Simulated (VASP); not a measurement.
# Ta (Im-3m) in VASP: notebook

The runs below take Ta through relaxation of cell and atoms, with PBE.

All numbers are computed with VASP 6.6.1; they aren't measurements. Logs are shortened: lines on timing, memory, paths and dates and some standing lists are left out, and cuts for length are marked.

## (1) The cell of the first run

The structure is cubic, space group Im-3m (No. 229). The conventional cell has a = 2.785 Å, b = 2.785 Å, c = 2.785 Å, α = 90.00°, β = 90.00°, γ = 90.00°. Within 3.2 Å of Ta (site symmetry m-3m) lie 14 Ta at 2.41 to 2.78 Å.

## (2) Relaxation of cell and atoms, PBE, target pressure 270 GPa, at which the enthalpy is minimised

File INCAR:

```
SYSTEM = Ta
PREC     = Accurate       ! precision mode
ENCUT    = 600            ! plane-wave cutoff, eV
EDIFF    = 1E-6           ! SCF threshold, eV
ISMEAR   = -1             ! smearing method
SIGMA    = 0.05           ! smearing width, eV
LREAL    = .FALSE.        ! projectors in reciprocal space
LASPH    = .TRUE.         ! aspherical terms in the spheres
NELM     = 60             ! most SCF steps
ALGO     = Normal         ! electronic algorithm
ISIF     = 3              ! what is computed and relaxed
LWAVE    = .FALSE.        ! write WAVECAR
LCHARG   = .FALSE.        ! write CHGCAR
GGA      = PE             ! functional
IBRION   = 2              ! ionic algorithm
NSW      = 32             ! ionic steps
EDIFFG   = -0.005         ! ionic threshold
PSTRESS  = 2700.0
```

File KPOINTS:

```
regular mesh
0
G
  19 19 19
  0 0 0
```

File POSCAR:

```
Ta
1.0
   -1.3923662784      1.3923662784      1.3923662784
    1.3923662784     -1.3923662784      1.3923662784
    1.3923662784      1.3923662784     -1.3923662784
Ta
1
Direct
    0.0000000000      0.0000000000      0.0000000000
```

Potentials or basis: VASP PAW PBE potentials, release 64 (Ta_pv).

Started as:

```
cat potpaw_PBE.64/Ta_pv/POTCAR > POTCAR
mpirun -np 1 vasp_std > vasp.out
```

OUTCAR:

```text
SYSTEM = Ta
   PREC = Accurate
   ENCUT = 600
   EDIFF = 1E-6
   ISMEAR = -1
   LREAL = .FALSE.
   LASPH = .TRUE.
   NELM = 60
   ISIF = 3
   GGA = PE
   IBRION = 2
   NSW = 32
   EDIFFG = -0.005
   PSTRESS = 2700.0

 ion  position               nearest neighbor table
   1  0.000  0.000  0.000-

  LATTYP: Found a body centered cubic cell.
 ALAT       =     2.7847325568

  Lattice vectors:

 A1 = (  -1.3923662784,   1.3923662784,   1.3923662784)
 A2 = (   1.3923662784,  -1.3923662784,   1.3923662784)
 A3 = (   1.3923662784,   1.3923662784,  -1.3923662784)

Analysis of symmetry for initial positions (statically):
=====================================================================
 Subroutine PRICEL returns:
 Original cell was already a primitive cell.

 Routine SETGRP: Setting up the symmetry group for a
 body centered cubic supercell.

 Subroutine GETGRP returns: Found 48 space group operations
[... 9 lines left out ...]

 Routine SETGRP: Setting up the symmetry group for a
 body centered cubic supercell.

 Subroutine GETGRP returns: Found 48 space group operations
[... 11 lines left out ...]
                                     Primitive cell

  volume of cell :      10.7974

  direct lattice vectors                    reciprocal lattice vectors
    -1.392366278  1.392366278  1.392366278     0.000000000  0.359100912  0.359100912
     1.392366278 -1.392366278  1.392366278     0.359100912  0.000000000  0.359100912
     1.392366278  1.392366278 -1.392366278     0.359100912  0.359100912  0.000000000

  length of vectors
     2.411649137  2.411649137  2.411649137     0.507845380  0.507845380  0.507845380

  position of ions in fractional coordinates (direct lattice)
     0.000000000  0.000000000  0.000000000

  ion indices of the primitive-cell ions
   primitive index   ion index
                 1           1

----------------------------------------------------------------------------------------

 KPOINTS: regular mesh

Automatic generation of k-mesh.
 Grid dimensions read from file:
 generate k-points for:   19   19   19

 Generating k-lattice:

  Cartesian coordinates                     Fractional coordinates (reciprocal lattice)
     0.000000000  0.018900048  0.018900048     0.052631579  0.000000000  0.000000000
     0.018900048  0.000000000  0.018900048     0.000000000  0.052631579  0.000000000
     0.018900048  0.018900048  0.000000000     0.000000000  0.000000000  0.052631579

  Length of vectors
     0.026728704  0.026728704  0.026728704

  Shift w.r.t. Gamma in fractional coordinates (k-lattice)
     0.000000000  0.000000000  0.000000000

 Subroutine IBZKPT returns following result:
 ===========================================

 Found    220 irreducible k-points:

 Following reciprocal coordinates:
            Coordinates               Weight
  0.000000  0.000000  0.000000      1.000000
  0.052632  0.000000  0.000000     12.000000
  0.105263  0.000000  0.000000     12.000000
  0.157895  0.000000  0.000000     12.000000
  0.210526  0.000000  0.000000     12.000000
  0.263158  0.000000  0.000000     12.000000
[... 16 lines left out ...]
  0.263158  0.105263  0.000000     48.000000
  0.315789  0.105263  0.000000     48.000000
 [... further k-points ...]
   k-points           NKPTS =    220   k-points in BZ     NKDIM =    220   number of bands    NBANDS=      9
   number of dos      NEDOS =    301   number of ions     NIONS =      1
   total plane-waves  NPLWV =   8000
   dimension x,y,z NGX =    20 NGY =   20 NGZ =   20
   dimension x,y,z NGXF=    40 NGYF=   40 NGZF=   40
   ions per type =               1
   NGX,Y,Z   is equivalent  to a cutoff of  13.79, 13.79, 13.79 a.u.
   NGXF,Y,Z  is equivalent  to a cutoff of  27.57, 27.57, 27.57 a.u.
 SYSTEM =  Ta
   PREC   = accura    normal or accurate (medium, high low for compatibility)
   ISTART =      0    job   : 0-new  1-cont  2-samecut
   ICHARG =      2    charge: 1-file 2-atom 10-const
   ISPIN  =      1    spin polarized calculation?
   LNONCOLLINEAR =      F non collinear calculations
   LSORBIT =      F    spin-orbit coupling
   LASPH  =      T    aspherical Exc in radial PAW
   ENCUT  =  600.0 eV  44.10 Ry    6.64 a.u.   4.82  4.82  4.82*2*pi/ulx,y,z
   NELM   =     60;   NELMIN=  2; NELMDL= -5     # of ELM steps
   EDIFF  = 0.1E-05   stopping-criterion for ELM
   LREAL  =      F    real-space projection
   EDIFFG = -.5E-02   stopping-criterion for IOM
   NSW    =     32    number of steps for IOM
   IBRION =      2    ionic relax: 0-MD 1-quasi-New 2-CG
   NFREE  =      1    steps in history (QN), initial steepest desc. (CG)
   ISIF   =      3    stress and relaxation
   ISYM   =      2    0-nonsym 1-usesym 2-fastsym
   POTIM  = 0.5000    time-step for ionic-motion
   TEBEG  =    0.0;   TEEND  =   0.0 temperature during run
   PSTRESS= 2700.0 pullay stress
   NELECT =      11.0000    total number of electrons
   NUPDOWN=      -1.0000    fix difference up-down
   EMIN   =  10.00;   EMAX   =-10.00  energy-range for DOS
   EFERMI =   0.00;   METHOD = LEGACY
   ISMEAR =    -1;   SIGMA  =   0.05  broadening in eV -4-tet -1-fermi 0-gaus
   EFERMI_NEDOS =   21; number of points for ismear=-14 and -15
   IALGO  =     38    algorithm
   IMIX   =      4    mixing-type and parameters
     AMIX     =   0.40;   BMIX     =  1.00
     AMIX_MAG =   1.60;   BMIX_MAG =  1.00
  volume/ion in A,a.u.               =      10.80        72.86
  Fermi-wavevector in a.u.,A,eV,Ry     =   1.647273  3.112894 36.919520  2.713508
  Thomas-Fermi vector in A             =   2.736760
   LORBIT       =      0    0 simple, 1 ext, 2 COOP (PROOUT), +10 PAW based schemes
   GGA     = PE    functional components
   LHFCALC =     F    Hartree Fock is set to
   AEXX    =    0.0000 exact exchange contribution
   IVDW    =     0    specifies the selected vdW correction
   LEPSILON=     F    determine dielectric tensor
   LRPA    =     F    only Hartree local field effects (RPA)
 conjugate gradient relaxation of ions
 non-spin polarized calculation
  energy-cutoff  :      600.00
  volume of cell :       10.80
 maximum number of plane-waves:       372
   NGX =  9   NGY =  9   NGZ =  9

--------------------------------------- Ionic step        1  -------------------------------------------

 number of electron      10.9999999 magnetization

 Free energy of the ion-electron system (eV)
  ---------------------------------------------------
  ext. energy  EPLUGINS =         0.00000000
  ---------------------------------------------------
  free energy    TOTEN  =        -7.57540443 eV

  energy without entropy =       -7.57076544  energy(sigma->0) =       -7.57308494

------------------------ aborting loop because EDIFF is reached ----------------------------------------

  FORCE on cell =-STRESS in cart. coord.  units (eV):
  Direction    XX          YY          ZZ          XY          YZ          ZX
  --------------------------------------------------------------------------------------
  -------------------------------------------------------------------------------------
  Total       18.5561603     18.5561603     18.5561603     -0.0000000      0.0000000      0.0000000
  in kB     2753.4564878   2753.4564878   2753.4564878     -0.0000000      0.0000000      0.0000000
  external PRESSURE =      53.4564878 kB  Pullay stress =    2700.0000000 kB

 VOLUME and BASIS-vectors are now :
 -----------------------------------------------------------------------------
  energy-cutoff  :      600.00
  volume of cell :       10.80
      direct lattice vectors                 reciprocal lattice vectors
    -1.392366278  1.392366278  1.392366278     0.000000000  0.359100912  0.359100912
     1.392366278 -1.392366278  1.392366278     0.359100912  0.000000000  0.359100912
     1.392366278  1.392366278 -1.392366278     0.359100912  0.359100912  0.000000000
[... 229 lines left out ...]
  FREE ENERGIE OF THE ION-ELECTRON SYSTEM (eV)
  ---------------------------------------------------
  free  energy   TOTEN  =        -7.6654276443 eV

  energy  without entropy=       -7.6604804089  energy(sigma->0) =       -7.66295403

  enthalpy is  TOTEN    =        10.6196157127 eV   P V=       18.2850433570

--------------------------------------- Ionic step        8  -------------------------------------------

 number of electron      10.9999999 magnetization

 Free energy of the ion-electron system (eV)
  ---------------------------------------------------
  ext. energy  EPLUGINS =         0.00000000
  ---------------------------------------------------
  free energy    TOTEN  =        -7.66635711 eV

  energy without entropy =       -7.66140683  energy(sigma->0) =       -7.66388197

 E-fermi :  10.8078     XC(G=0): -15.4491

 val. band max:       10.8056947052   @ k =  -0.1579   0.1579   0.1579
 cond. band min:      10.8247215138   @ k =  -0.3684   0.3684   0.1053
 fundamental gap:      0.0190268086
 Fermi energy:        10.8077513955

 k-point     1 :       0.0000    0.0000    0.0000
  band No.  band energies     occupation
      1     -20.5226      2.00000
      2     -20.5226      2.00000
      3     -20.5226      2.00000
      4       1.3454      2.00000
      5      10.7113      1.74639
      6      10.7113      1.74639
      7      10.7113      1.74639
      8      16.0731      0.00000
      9      16.0731      0.00000

 k-point     2 :       0.0526    0.0000    0.0000
  band No.  band energies     occupation
      1     -20.7022      2.00000
      2     -20.5702      2.00000
      3     -20.5258      2.00000
      4       1.6045      2.00000
      5      10.5447      1.98968
      6      10.6758      1.86667
      7      10.9511      0.10765
      8      15.7508      0.00000
      9      16.0593      0.00000
[... 253 lines left out ...]
 k-point    24 :       0.3158    0.1053    0.0000
  band No.  band energies     occupation
      1     -24.8959      2.00000
      2     -22.0339      2.00000
      3     -20.8390      2.00000
      4       4.3683      2.00000
      5       7.2608      2.00000
      6      12.1868      0.00000
      7      16.0611      0.00000
      8      18.2316      0.00000
      9      21.7667      0.00000

 [... further k-points ...]

------------------------ aborting loop because EDIFF is reached ----------------------------------------

  FORCE on cell =-STRESS in cart. coord.  units (eV):
  Direction    XX          YY          ZZ          XY          YZ          ZX
  --------------------------------------------------------------------------------------
  -------------------------------------------------------------------------------------
  Total       18.2903287     18.2903287     18.2903287     -0.0000000     -0.0000000     -0.0000000
  in kB     2700.6431970   2700.6431970   2700.6431970     -0.0000000     -0.0000000     -0.0000000
  external PRESSURE =       0.6431970 kB  Pullay stress =    2700.0000000 kB

 VOLUME and BASIS-vectors are now :
 -----------------------------------------------------------------------------
  energy-cutoff  :      600.00
  volume of cell :       10.85
      direct lattice vectors                 reciprocal lattice vectors
    -1.394659847  1.394659847  1.394659847     0.000000000  0.358510357  0.358510357
     1.394659847 -1.394659847  1.394659847     0.358510357  0.000000000  0.358510357
     1.394659847  1.394659847 -1.394659847     0.358510357  0.358510357  0.000000000

 POSITION                                       TOTAL-FORCE (eV/Angst)
 -----------------------------------------------------------------------------------
      0.00000      0.00000      0.00000         0.000000     -0.000000      0.000000
 -----------------------------------------------------------------------------------
    total drift:                                0.000000     -0.000000      0.000000

  FREE ENERGIE OF THE ION-ELECTRON SYSTEM (eV)
  ---------------------------------------------------
  free  energy   TOTEN  =        -7.6663571128 eV

  energy  without entropy=       -7.6614068323  energy(sigma->0) =       -7.66388197

  enthalpy is  TOTEN    =        10.6196155142 eV   P V=       18.2859726270

 reached required accuracy - stopping structural energy minimisation
```

Run time: 50 s. Hardware: 1 thread of Intel Xeon Platinum 8375C at 2.90GHz (Ice Lake), shared host; peak memory 0.16 GiB.

What came out:

* Free energy: -7.6664 eV
* Relaxed volume: 10.85 Å³/atom
* Relaxed cell: a = 2.416 Å, b = 2.416 Å, c = 2.416 Å, α = 109.47°, β = 109.47°, γ = 109.47°
* Space group after relaxing (to 0.05 Å): Im-3m (No. 229)
* Energy change on relaxing (the enthalpy is what falls): -91.0 meV/atom
* Ionic steps: 8
* Pressure after relaxing: 270.1 GPa

Step by step:
| step | energy change (eV) | largest force (eV/Å) | pressure (GPa) | volume (Å³) |
| --- | --- | --- | --- | --- |
| 1 | 0.0000 | 0.0000 | 275.35 | 10.80 |
| 2 | -0.8901 | 0.0000 | 224.86 | 11.37 |
| 3 | -0.0940 | 0.0000 | 269.86 | 10.85 |
| 4 | -0.0915 | 0.0000 | 269.89 | 10.85 |
| 5 | -0.0841 | 0.0000 | 270.41 | 10.85 |
| 6 | -0.0897 | 0.0000 | 270.11 | 10.85 |
| 7 | -0.0900 | 0.0000 | 270.09 | 10.85 |
| 8 | -0.0910 | 0.0000 | 270.06 | 10.85 |

Final structure:
```yaml
crystal:
  lattice:
    - [-1.39466, 1.39466, 1.39466]
    - [1.39466, -1.39466, 1.39466]
    - [1.39466, 1.39466, -1.39466]
  atoms:
    - { symbol: Ta, position: [0.00000, 0.00000, 0.00000] }
```

Caveat: the cell is relaxed towards a set pressure, so the enthalpy falls and the energy may rise; spin-orbit coupling is left out, which moves the levels of the heavy elements.

## (3) Relaxation of cell and atoms, PBE, target pressure 270 GPa, at which the enthalpy is minimised

This run uses another cell than the first one, of 10.97 Å³/atom, 1.016 times its volume.

File INCAR:

```
PREC = Accurate
ENCUT = 600
EDIFF = 1E-6
ISMEAR = -1
SIGMA = 0.05
LREAL = F
LASPH = T
NELM = 80
ALGO = Normal
ISIF = 3
LWAVE = F
LCHARG = F
GGA = PE
IBRION = 2
NSW = 60
EDIFFG = -0.005
PSTRESS = 2700.0
```

File KPOINTS:

```
Automatic mesh
0
Gamma
  19 19 19
```

File POSCAR:

```
Ta
1.0
   -1.3996626988      1.3996626988      1.3996626988
    1.3996626988     -1.3996626988      1.3996626988
    1.3996626988      1.3996626988     -1.3996626988
Ta
1
Direct
    0.0000000000      0.0000000000      0.0000000000
```

Potentials or basis: VASP PAW PBE potentials, release 64 (Ta_pv).

Started as:

```
cat potpaw_PBE.64/Ta_pv/POTCAR > POTCAR
mpirun -np 1 vasp_std > vasp.out
```

Run time: 49 s. Hardware: 1 thread of Intel Xeon Platinum 8375C at 2.90GHz (Ice Lake), shared host; peak memory 0.16 GiB.

Results (log left out):

```
Free energy                                            : -7.6666 eV
Relaxed volume                                         : 10.85 Å³/atom
Relaxed cell                                           : a = 2.416 Å, b = 2.416 Å, c = 2.416 Å, α = 109.47°, β = 109.47°, γ = 109.47°
Space group after relaxing (to 0.05 Å)                 : Im-3m (No. 229)
Energy change on relaxing (the enthalpy is what falls) : +193.1 meV/atom
Ionic steps                                            : 7
Pressure after relaxing                                : 270.0 GPa
```

The path:
```tsv
step	energy change (eV)	largest force (eV/Å)	pressure (GPa)	volume (Å³)
1	0.0000	0.0000	258.85	10.97
2	2.3604	0.0000	400.25	9.80
3	0.1797	0.0000	269.22	10.86
4	0.1918	0.0000	269.92	10.85
5	0.1957	0.0000	270.15	10.85
6	0.1743	0.0000	268.95	10.86
7	0.1931	0.0000	269.98	10.85
```

Final structure:
```
Ta
1.0
    -1.39467    1.39467    1.39467
     1.39467   -1.39467    1.39467
     1.39467    1.39467   -1.39467
Ta
1
Direct
  0.00000 0.00000 0.00000
```

Levels at points of the mesh, in eV from the Fermi level:
```
           k point  band 2  band 3  band 4  band 5  band 6  band 7  band 8  band 9
(0.00, 0.00, 0.00)  -31.33  -31.33   -9.46   -0.10   -0.10   -0.10    5.27    5.27
```

Caveat: the cell is relaxed towards a set pressure, so the enthalpy falls and the energy may rise; spin-orbit coupling is left out, which moves the levels of the heavy elements.
